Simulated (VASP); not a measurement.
Here is a VASP 6.6.1 calculation.

File INCAR:

```
SYSTEM = BaZrO3
PREC = Accurate
ENCUT = 600
EDIFF = 1E-6
ISMEAR = -1
SIGMA = 0.02
LREAL = .FALSE.
LASPH = .TRUE.
NELM = 120
ALGO = Normal
ISIF = 2
LWAVE = .FALSE.
LCHARG = .FALSE.
GGA = PE
NBANDS = 28
GGA_COMPAT = .FALSE.
```

The input KPOINTS:

```
regular mesh
0
G
  5 5 5
  0 0 0
```

The input POSCAR:

```
BaZrO3
1.0
    4.1107172329      0.0000000000      0.0000000000
    0.0000000000      4.1107172329      0.0000000000
    0.0000000000      0.0000000000      4.3573602669
Ba Zr O
1 1 3
Direct
    0.0000000000      0.0000000000      0.0000000000
    0.5000000000      0.5000000000      0.5000000000
    0.0000000000      0.5000000000      0.5000000000
    0.5000000000      0.0000000000      0.5000000000
    0.5000000000      0.5000000000      0.0000000000
```

Potentials or basis: VASP PAW PBE potentials, release 64 (Ba_sv, Zr_sv, O).

Launch:

```bash
$ cat potpaw_PBE.64/Ba_sv/POTCAR potpaw_PBE.64/Zr_sv/POTCAR potpaw_PBE.64/O/POTCAR > POTCAR
$ mpirun -np 1 vasp_std > vasp.out
```

Problem. What does it give for the pressure?

Solution. 5.8 GPa.

Problem. Predict the band gap on the k mesh.

Solution. 3.21 eV, indirect (least direct gap 3.29 eV).

Stress tensor (GPa, compression positive):
```
10.19  0.00  0.00
 0.00 10.19  0.00
 0.00  0.00 -2.88
```

Caveat: spin-orbit coupling is left out, which moves the levels of the heavy elements. A k mesh can miss the band edges.
